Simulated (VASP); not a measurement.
A run of VASP 6.6.1 is set up as follows.

Contents of INCAR:

```
PREC = Accurate
ENCUT = 520
EDIFF = 1E-6
ISMEAR = -1
SIGMA = 0.05
LREAL = False
LASPH = True
NELM = 150
ALGO = Normal
ISIF = 2
LWAVE = False
LCHARG = False
ISPIN = 2
MAGMOM = 4 0 0
LORBIT = 11
LMAXMIX = 4
GGA = PS
NBANDS = 24
```

KPOINTS

```
Automatic mesh
0
Gamma
  11 11 11
```

Contents of POSCAR:

```
MnO2
1.0
    1.4284348394      0.8247072390      4.5839315268
   -1.4284348394      0.8247072390      4.5839315268
    0.0000000000     -1.6494144781      4.5839315268
Mn O
1 2
Direct
    0.0000000000      0.0000000000      0.0000000000
    0.7356355100      0.7356355100      0.7356355100
    0.2643644900      0.2643644900      0.2643644900
```

Potentials or basis: VASP PAW PBE potentials, release 64 (Mn_pv, O).

Command:

```console
$ cat potpaw_PBE.64/Mn_pv/POTCAR potpaw_PBE.64/O/POTCAR > POTCAR
$ mpirun -np 1 vasp_std > vasp.out
```

Q: What does it give for the net moment?

A: 3.00 μB per cell.

Q: Estimate the largest force.

A: 0.081 eV/Å.

Q: What does it give for the pressure?

A: -1.1 GPa.

Q: Predict the band gap on the k mesh.

A: 0.73 eV (least direct gap 0.80 eV).

Forces on the atoms (eV/Å):
```
Mn   0.000  0.000  0.000
O    0.000  0.000 -0.081
O    0.000  0.000  0.081
```

Caveat: semilocal functionals underestimate gaps, and a narrow one can read as zero; the PAW data sets were made with another functional, which shifts forces and pressure a little; a cell with one magnetic atom can't hold antiferromagnetic order, which such compounds often take. A k mesh can miss the band edges.
